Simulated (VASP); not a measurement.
# Pt (Fm-3m) in VASP: settings compared

Pt is run at these levels: r2SCAN, LDA, BLYP; tasks: single point.

Everything below comes from runs of VASP 6.6.1. Logs are shortened: lines on timing, memory, paths and dates and some standing lists are left out, and cuts for length are marked.

## (1) The cell of the first run

It takes space group Fm-3m (No. 225, cubic). The conventional cell has a = 3.999 Å, b = 3.999 Å, c = 3.999 Å, α = 90.00°, β = 90.00°, γ = 90.00°. Within 3.7 Å of Pt (site symmetry m-3m) lie 12 Pt at 2.83 Å.

## (2) Single point, r2SCAN

Input file POSCAR:

```
Pt
1.0
    0.0000000000      1.9993587835      1.9993587835
    1.9993587835      0.0000000000      1.9993587835
    1.9993587835      1.9993587835      0.0000000000
Pt
1
Direct
    0.0000000000      0.0000000000      0.0000000000
```

Input file INCAR.step1:

```
SYSTEM = Pt
  ALGO = Normal
  EDIFF = 1E-5
  ENCUT = 630
  GGA = PE
  GGA_COMPAT = .False.
  ISMEAR = -1
  LASPH = .True.
  LCHARG = .False.
  LREAL = .False.
  LWAVE = .True.
  NBANDS = 15
  NELM = 120
  PREC = Accurate
  SIGMA = 0.05
```

Input file INCAR.step2:

```
SYSTEM = Pt
  ALGO = Normal
  EDIFF = 1E-6
  ENCUT = 630
  GGA_COMPAT = .False.
  ISIF = 2
  ISMEAR = -1
  ISTART = 1
  LASPH = .True.
  LCHARG = .True.
  LELF = .True.
  LMIXTAU = .True.
  LREAL = .False.
  LVHAR = .True.
  LWAVE = .False.
  METAGGA = R2SCAN
  NBANDS = 15
  NELM = 120
  PREC = Accurate
  SIGMA = 0.05
```

Input file KPOINTS:

```
k-points
0
Gamma
  12 12 12
  0 0 0
```

Potentials or basis: VASP PAW PBE potentials, release 64 (Pt_sv_GW).

Launch:

```console
> cat potpaw_PBE.64/Pt_sv_GW/POTCAR > POTCAR
> cp INCAR.step1 INCAR
> mpirun -np 1 vasp_std > vasp.out
> cp INCAR.step2 INCAR
> mpirun -np 1 vasp_std > vasp.out
```

OUTCAR:

```text
SYSTEM = Pt
   EDIFF = 1E-6
   ENCUT = 630
   ISIF = 2
   ISMEAR = -1
   ISTART = 1
   LASPH = .True.
   LREAL = .False.
   METAGGA = R2SCAN
   NELM = 120
   PREC = Accurate

 ion  position               nearest neighbor table
   1  0.000  0.000  0.000-

  LATTYP: Found a face centered cubic cell.
 ALAT       =     3.9987175670

  Lattice vectors:

 A1 = (   0.0000000000,   1.9993587835,   1.9993587835)
 A2 = (   1.9993587835,   0.0000000000,   1.9993587835)
 A3 = (   1.9993587835,   1.9993587835,   0.0000000000)

Analysis of symmetry for initial positions (statically):
=====================================================================
 Subroutine PRICEL returns:
 Original cell was already a primitive cell.

 Routine SETGRP: Setting up the symmetry group for a
 face centered cubic supercell.

 Subroutine GETGRP returns: Found 48 space group operations
 (whereof 48 operations were pure point group operations)
 out of a pool of 48 trial point group operations.

The static configuration has the point symmetry O_h .

Analysis of symmetry for dynamics (positions and initial velocities):
=====================================================================
 Subroutine PRICEL returns:
 Original cell was already a primitive cell.

 Routine SETGRP: Setting up the symmetry group for a
 face centered cubic supercell.

 Subroutine GETGRP returns: Found 48 space group operations
 (whereof 48 operations were pure point group operations)
 out of a pool of 48 trial point group operations.

The dynamic configuration has the point symmetry O_h .

 Subroutine INISYM returns: Found 48 space group operations
 (whereof 48 operations are pure point group operations),
 and found     1 'primitive' translations

----------------------------------------------------------------------------------------

                                     Primitive cell

  volume of cell :      15.9846

  direct lattice vectors                    reciprocal lattice vectors
     0.000000000  1.999358783  1.999358783    -0.250080178  0.250080178  0.250080178
     1.999358783  0.000000000  1.999358783     0.250080178 -0.250080178  0.250080178
     1.999358783  1.999358783  0.000000000     0.250080178  0.250080178 -0.250080178

  length of vectors
     2.827520308  2.827520308  2.827520308     0.433151574  0.433151574  0.433151574

  position of ions in fractional coordinates (direct lattice)
     0.000000000  0.000000000  0.000000000

  ion indices of the primitive-cell ions
   primitive index   ion index
                 1           1

----------------------------------------------------------------------------------------

 KPOINTS: k-points

Automatic generation of k-mesh.
 Grid dimensions read from file:
 generate k-points for:   12   12   12

 Generating k-lattice:

  Cartesian coordinates                     Fractional coordinates (reciprocal lattice)
    -0.020840015  0.020840015  0.020840015     0.083333333  0.000000000  0.000000000
     0.020840015 -0.020840015  0.020840015     0.000000000  0.083333333  0.000000000
     0.020840015  0.020840015 -0.020840015     0.000000000  0.000000000  0.083333333

  Length of vectors
     0.036095964  0.036095964  0.036095964

  Shift w.r.t. Gamma in fractional coordinates (k-lattice)
     0.000000000  0.000000000  0.000000000

 Subroutine IBZKPT returns following result:
 ===========================================

 Found     72 irreducible k-points:

 Following reciprocal coordinates:
            Coordinates               Weight
  0.000000  0.000000  0.000000      1.000000
  0.083333  0.000000  0.000000      8.000000
  0.166667  0.000000  0.000000      8.000000
  0.250000  0.000000  0.000000      8.000000
  0.333333  0.000000  0.000000      8.000000
  0.416667  0.000000  0.000000      8.000000
[... 16 lines left out ...]
  0.500000  0.166667  0.000000     24.000000
 -0.416667  0.166667  0.000000     24.000000
 [... further k-points ...]
   k-points           NKPTS =     72   k-points in BZ     NKDIM =     72   number of bands    NBANDS=     15
   number of dos      NEDOS =    301   number of ions     NIONS =      1
   total plane-waves  NPLWV =  13824
   dimension x,y,z NGX =    24 NGY =   24 NGZ =   24
   dimension x,y,z NGXF=    48 NGYF=   48 NGZF=   48
   ions per type =               1
   NGX,Y,Z   is equivalent  to a cutoff of  14.11, 14.11, 14.11 a.u.
   NGXF,Y,Z  is equivalent  to a cutoff of  28.22, 28.22, 28.22 a.u.
 SYSTEM =  Pt
   PREC   = accura    normal or accurate (medium, high low for compatibility)
   ISTART =      1    job   : 0-new  1-cont  2-samecut
   ICHARG =      0    charge: 1-file 2-atom 10-const
   ISPIN  =      1    spin polarized calculation?
   LNONCOLLINEAR =      F non collinear calculations
   LSORBIT =      F    spin-orbit coupling
   LASPH  =      T    aspherical Exc in radial PAW
   ENCUT  =  630.0 eV  46.30 Ry    6.80 a.u.   5.79  5.79  5.79*2*pi/ulx,y,z
   NELM   =    120;   NELMIN=  2; NELMDL=  0     # of ELM steps
   EDIFF  = 0.1E-05   stopping-criterion for ELM
   LREAL  =      F    real-space projection
   EDIFFG = 0.1E-04   stopping-criterion for IOM
   NSW    =      0    number of steps for IOM
   IBRION =     -1    ionic relax: 0-MD 1-quasi-New 2-CG
   NFREE  =      0    steps in history (QN), initial steepest desc. (CG)
   ISIF   =      2    stress and relaxation
   ISYM   =      2    0-nonsym 1-usesym 2-fastsym
   POTIM  = 0.5000    time-step for ionic-motion
   TEBEG  =    0.0;   TEEND  =   0.0 temperature during run
   PSTRESS=    0.0 pullay stress
   NELECT =      18.0000    total number of electrons
   NUPDOWN=      -1.0000    fix difference up-down
   EMIN   =  10.00;   EMAX   =-10.00  energy-range for DOS
   EFERMI =   0.00;   METHOD = LEGACY
   ISMEAR =    -1;   SIGMA  =   0.05  broadening in eV -4-tet -1-fermi 0-gaus
   EFERMI_NEDOS =   21; number of points for ismear=-14 and -15
   IALGO  =     38    algorithm
   IMIX   =      4    mixing-type and parameters
     AMIX     =   0.40;   BMIX     =  1.00
     AMIX_MAG =   1.60;   BMIX_MAG =  1.00
  volume/ion in A,a.u.               =      15.98       107.87
  Fermi-wavevector in a.u.,A,eV,Ry     =   1.703197  3.218576 39.468878  2.900881
  Thomas-Fermi vector in A             =   2.782828
   LORBIT       =      0    0 simple, 1 ext, 2 COOP (PROOUT), +10 PAW based schemes
   METAGGA = R2SCAN    functional components
   LHFCALC =     F    Hartree Fock is set to
   AEXX    =    0.0000 exact exchange contribution
   IVDW    =     0    specifies the selected vdW correction
   LEPSILON=     F    determine dielectric tensor
   LRPA    =     F    only Hartree local field effects (RPA)
 non-spin polarized calculation
  energy-cutoff  :      630.00
  volume of cell :       15.98
 maximum number of plane-waves:       588
   NGX = 11   NGY = 11   NGZ = 11

 number of electron      17.9999999 magnetization

 Free energy of the ion-electron system (eV)
  ---------------------------------------------------
  ext. energy  EPLUGINS =         0.00000000
  ---------------------------------------------------
  free energy    TOTEN  =       -51.40290779 eV

  energy without entropy =      -51.38745059  energy(sigma->0) =      -51.39517919

 E-fermi :   9.4607     XC(G=0): -14.8286

 val. band max:        9.4606979063   @ k =  -0.4167   0.3333   0.0833
 cond. band min:       9.4656786111   @ k =   0.5000   0.0000   0.0000
 fundamental gap:      0.0049807048
 Fermi energy:         9.4607011518

 k-point     1 :       0.0000    0.0000    0.0000
  band No.  band energies     occupation
      1     -91.0012      2.00000
      2     -44.3904      2.00000
      3     -44.3904      2.00000
      4     -44.3904      2.00000
      5      -0.3530      2.00000
      6       5.8937      2.00000
      7       5.8937      2.00000
      8       5.8937      2.00000
      9       7.8504      2.00000
     10       7.8504      2.00000
     11      24.9615      0.00000
     12      29.7852      0.00000
     13      29.7852      0.00000
     14      29.7852      0.00000
     15      35.5244      0.00000

 k-point     2 :       0.0833    0.0000    0.0000
  band No.  band energies     occupation
      1     -90.9999      2.00000
      2     -44.4185      2.00000
      3     -44.3946      2.00000
      4     -44.3946      2.00000
      5      -0.0787      2.00000
      6       5.7831      2.00000
      7       5.9965      2.00000
      8       5.9965      2.00000
      9       7.7993      2.00000
     10       7.7993      2.00000
     11      25.3549      0.00000
     12      28.4806      0.00000
     13      30.1823      0.00000
     14      30.1823      0.00000
     15      36.7101      0.00000

 k-point     3 :       0.1667    0.0000    0.0000
  band No.  band energies     occupation
      1     -90.9951      2.00000
      2     -44.4942      2.00000
      3     -44.4058      2.00000
      4     -44.4058      2.00000
      5       0.6827      2.00000
      6       5.5654      2.00000
      7       6.2019      2.00000
      8       6.2019      2.00000
      9       7.7671      2.00000
     10       7.7671      2.00000
     11      25.9080      0.00000
     12      26.3752      0.00000
     13      31.2737      0.00000
     14      31.2737      0.00000
     15      34.8050      0.00000
[... 343 lines left out ...]
 k-point    23 :       0.5000    0.1667    0.0000
  band No.  band energies     occupation
      1     -90.9716      2.00000
      2     -44.7576      2.00000
      3     -44.5109      2.00000
      4     -44.4746      2.00000
      5       3.2439      2.00000
      6       5.2877      2.00000
      7       6.5266      2.00000
      8       6.5402      2.00000
      9       9.5238      0.44140
     10      12.0149      0.00000
     11      15.9447      0.00000
     12      25.2555      0.00000
     13      27.2054      0.00000
     14      27.6636      0.00000
     15      37.2853      0.00000

 k-point    24 :      -0.4167    0.1667    0.0000
  band No.  band energies     occupation
      1     -90.9712      2.00000
      2     -44.7612      2.00000
      3     -44.5243      2.00000
      4     -44.4663      2.00000
      5       3.2971      2.00000
      6       5.2974      2.00000
      7       6.4534      2.00000
      8       6.8400      2.00000
      9       9.1624      1.99488
     10      12.5907      0.00000
     11      15.4505      0.00000
     12      24.7083      0.00000
     13      26.9514      0.00000
     14      28.3142      0.00000
     15      36.8750      0.00000

 [... further k-points ...]
[... 5 lines left out ...]
  --------------------------------------------------------------------------------------
  -------------------------------------------------------------------------------------
  Total       -1.1079097     -1.1079097     -1.1079097      0.0000000      0.0000000      0.0000000
  in kB     -111.0485121   -111.0485121   -111.0485121      0.0000000      0.0000000      0.0000000
  external PRESSURE =    -111.0485121 kB  Pullay stress =       0.0000000 kB

 VOLUME and BASIS-vectors are now :
 -----------------------------------------------------------------------------
  energy-cutoff  :      630.00
  volume of cell :       15.98
      direct lattice vectors                 reciprocal lattice vectors
     0.000000000  1.999358783  1.999358783    -0.250080178  0.250080178  0.250080178
     1.999358783  0.000000000  1.999358783     0.250080178 -0.250080178  0.250080178
     1.999358783  1.999358783  0.000000000     0.250080178  0.250080178 -0.250080178

 POSITION                                       TOTAL-FORCE (eV/Angst)
 -----------------------------------------------------------------------------------
      0.00000      0.00000      0.00000         0.000000      0.000000      0.000000
 -----------------------------------------------------------------------------------
    total drift:                               -0.000000      0.000000     -0.000000

  FREE ENERGIE OF THE ION-ELECTRON SYSTEM (eV)
  ---------------------------------------------------
  free  energy   TOTEN  =       -51.4029077874 eV

  energy  without entropy=      -51.3874505866  energy(sigma->0) =      -51.39517919
```

It took 26 s on 1 thread of Intel Xeon 6975P-C (Granite Rapids), shared host; peak memory 0.16 GiB.

What came out:

```yaml
Free_energy: -51.4029 eV
Pressure: -11.1 GPa
Band_gap_on_the_k_mesh: zero (bands 9 and 10 overlap by 2.15 eV)
```

Caveat: the cell stands under tension; the PAW data sets were made with another functional, which shifts forces and pressure a little; spin-orbit coupling is left out, which moves the levels of the heavy elements.

## (3) Single point, LDA

This run uses another cell than the first one, of 14.48 Å³/atom.

Input file INCAR:

```
SYSTEM = Pt
PREC = Accurate ; ENCUT = 570
EDIFF = 1E-6 ; ISMEAR = -1
SIGMA = 0.05 ; LREAL = .False.
LASPH = .True. ; NELM = 120
ALGO = Normal ; ISIF = 2
LWAVE = .False. ; LCHARG = .False.
GGA = CA ; NBANDS = 15
GGA_COMPAT = .False.
```

Input file KPOINTS:

```
Automatic mesh
0
Gamma
  12 12 12
  0 0 0
```

Input file POSCAR:

```
Pt
1.0
    0.0000000000      1.9343981026      1.9343981026
    1.9343981026      0.0000000000      1.9343981026
    1.9343981026      1.9343981026      0.0000000000
Pt
1
Direct
    0.0000000000      0.0000000000      0.0000000000
```

Potentials or basis: VASP PAW LDA potentials, release 64 (Pt_sv_GW).

Launch:

```console
> cat potpaw_LDA.64/Pt_sv_GW/POTCAR > POTCAR
> mpirun -np 1 vasp_std > vasp.out
```

Wall time 15 s (1 thread of Intel Xeon Platinum 8259CL at 2.50GHz (Skylake/Cascade Lake), shared host); peak memory 0.14 GiB.

The run converged. Its results:

| Quantity | Value |
| --- | --- |
| Free energy | -7.3261 eV |
| Pressure | 6.1 GPa |
| Band gap on the k mesh | zero (bands 9 and 10 overlap by 2.39 eV) |

Levels at points of the mesh, in eV from the Fermi level:
| k point | band 6 | band 7 | band 8 | band 9 | band 10 | band 11 | band 12 | band 13 |
| --- | --- | --- | --- | --- | --- | --- | --- | --- |
| (0.00, 0.00, 0.00) | -4.08 | -4.08 | -4.08 | -1.75 | -1.75 | 14.53 | 19.65 | 19.65 |
| (0.50, 0.00, 0.00) | -4.14 | -4.14 | -0.63 | 0.04 | 0.04 | 6.16 | 14.11 | 19.18 |
| (0.50, 0.50, 0.00) | -7.08 | 0.01 | 0.52 | 0.52 | 1.71 | 9.34 | 11.51 | 11.51 |

Caveat: the cell stands under pressure; spin-orbit coupling is left out, which moves the levels of the heavy elements.

## (4) Single point, BLYP

This run uses another cell than the first one, of 15.08 Å³/atom.

Input file INCAR:

```
SYSTEM = Pt
PREC = Accurate
ENCUT = 570
EDIFF = 1E-6
ISMEAR = -1
SIGMA = 0.05
LREAL = .False.
LASPH = .True.
NELM = 120
ALGO = Normal
ISIF = 2
LWAVE = .False.
LCHARG = .True.
GGA = B5
ALDAX = 1.0
AGGAX = 1.0
AGGAC = 1.0
ALDAC = 0.0
LELF = .True.
LVHAR = .True.
NBANDS = 15
GGA_COMPAT = .False.
```

KPOINTS is that of step 3.

Input file POSCAR:

```
Pt
1.0
    0.0000000000      1.9609000000      1.9609000000
    1.9609000000      0.0000000000      1.9609000000
    1.9609000000      1.9609000000      0.0000000000
Pt
1
Direct
    0.0000000000      0.0000000000      0.0000000000
```

Potentials or basis: VASP PAW PBE potentials, release 64 (Pt_sv_GW).

Launch:

```console
> cat potpaw_PBE.64/Pt_sv_GW/POTCAR > POTCAR
> mpirun -np 1 vasp_std > vasp.out
```

OUTCAR:

```text
SYSTEM = Pt
   PREC = Accurate
   ENCUT = 570
   EDIFF = 1E-6
   ISMEAR = -1
   LREAL = .False.
   LASPH = .True.
   NELM = 120
   ISIF = 2
   GGA = B5

 ion  position               nearest neighbor table
   1  0.000  0.000  0.000-

  LATTYP: Found a face centered cubic cell.
 ALAT       =     3.9218000000

  Lattice vectors:

 A1 = (   0.0000000000,   1.9609000000,   1.9609000000)
 A2 = (   1.9609000000,   0.0000000000,   1.9609000000)
 A3 = (   1.9609000000,   1.9609000000,   0.0000000000)

Analysis of symmetry for initial positions (statically):
[... 603 lines left out ...]
     10      14.5117      0.00000
     11      17.4285      0.00000
     12      26.4327      0.00000
     13      28.4627      0.00000
     14      29.9979      0.00000
     15      38.4357      0.00000

 [... further k-points ...]
[... 5 lines left out ...]
  --------------------------------------------------------------------------------------
  -------------------------------------------------------------------------------------
  Total        2.3982270      2.3982270      2.3982270      0.0000000      0.0000000      0.0000000
  in kB      254.8030026    254.8030026    254.8030026      0.0000000      0.0000000      0.0000000
  external PRESSURE =     254.8030026 kB  Pullay stress =       0.0000000 kB

 VOLUME and BASIS-vectors are now :
 -----------------------------------------------------------------------------
  energy-cutoff  :      570.00
  volume of cell :       15.08
      direct lattice vectors                 reciprocal lattice vectors
     0.000000000  1.960900000  1.960900000    -0.254984956  0.254984956  0.254984956
     1.960900000  0.000000000  1.960900000     0.254984956 -0.254984956  0.254984956
     1.960900000  1.960900000  0.000000000     0.254984956  0.254984956 -0.254984956

 POSITION                                       TOTAL-FORCE (eV/Angst)
 -----------------------------------------------------------------------------------
      0.00000      0.00000      0.00000        -0.000000      0.000000     -0.000000
 -----------------------------------------------------------------------------------
    total drift:                               -0.000000      0.000000     -0.000000

  FREE ENERGIE OF THE ION-ELECTRON SYSTEM (eV)
  ---------------------------------------------------
  free  energy   TOTEN  =        -4.9401077937 eV

  energy  without entropy=       -4.9250876425  energy(sigma->0) =       -4.93259772
```

Run time: 16 s. Hardware: 1 thread of AMD EPYC 9R45 (Zen 5), shared host; peak memory 0.13 GiB.

Results:

```
Free energy            : -4.9401 eV
Pressure               : 25.5 GPa
Band gap on the k mesh : zero (bands 9 and 10 overlap by 2.25 eV)
```

Caveat: the cell stands under pressure; the PAW data sets were made with another functional, which shifts forces and pressure a little; spin-orbit coupling is left out, which moves the levels of the heavy elements.

## (5) Summary

| level | potentials or basis | cell | cutoff (eV) | gap on the mesh (eV) | pressure (GPa) |
| --- | --- | --- | --- | --- | --- |
| r2SCAN | VASP PAW PBE potentials, release 64 (Pt_sv_GW) | a = 2.828 Å, angles 60.0°, 1 atom | 630 | none | -11.1 |
| LDA | VASP PAW LDA potentials, release 64 (Pt_sv_GW) | a = 2.736 Å, angles 60.0°, 1 atom | 570 | none | 6.1 |
| BLYP | VASP PAW PBE potentials, release 64 (Pt_sv_GW) | a = 2.773 Å, angles 60.0°, 1 atom | 570 | none | 25.5 |

Alike in all rows: task single point; no spin polarisation; k mesh 12 × 12 × 12; smearing fermi-dirac 0.05 eV.

Caveats: spin-orbit coupling is left out, which moves the levels of the heavy elements; the PAW data sets were made with another functional, which shifts forces and pressure a little (at least some runs); the cell stands under pressure (at least some runs); the cell stands under tension (at least some runs).

Total energies depend on the potentials used, so only differences within one code and one set of settings carry meaning.
